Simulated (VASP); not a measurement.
Crystal: BN.

```
N B
1.0
     2.50180    0.00000    0.00000
    -1.25090    2.16663    0.00000
     0.00000    0.00000    4.14057
N B
2 2
Direct
  0.33333 0.66667 0.12528
  0.66667 0.33333 0.62528
  0.33333 0.66667 0.49972
  0.66667 0.33333 0.99972
```

Base run:

| Item | Value |
| --- | --- |
| Program | VASP 6.6.1 |
| Functional | LDA |
| Potentials or basis | VASP PAW LDA potentials, release 64 (N_h, B_h) |
| Cutoff | 910 eV |
| k mesh | 12 × 12 × 6 |
| Occupations | fermi-dirac, width 0.05 eV |
| Spin | no spin polarisation |

Its results: band gap on the k mesh 4.87 eV, indirect (least direct gap 8.40 eV); pressure 11.2 GPa; largest force 0.029 eV/Å.

The run is repeated on the same cell with these changes: potentials or basis from VASP PAW LDA potentials, release 64 (N_h, B_h) to VASP PAW LDA potentials, release 64 (N, B); cutoff from 910 eV to 520 eV. What comes out?

Band gap on the k mesh 4.86 eV, indirect (least direct gap 8.40 eV); pressure 11.8 GPa; largest force 0.029 eV/Å.

Caveats: the cutoff is under 1.25 times the usual one of these potentials, so pressure, stress and relaxed cells hold a basis-set (Pulay) error (some runs).

A k mesh can miss the band edges.
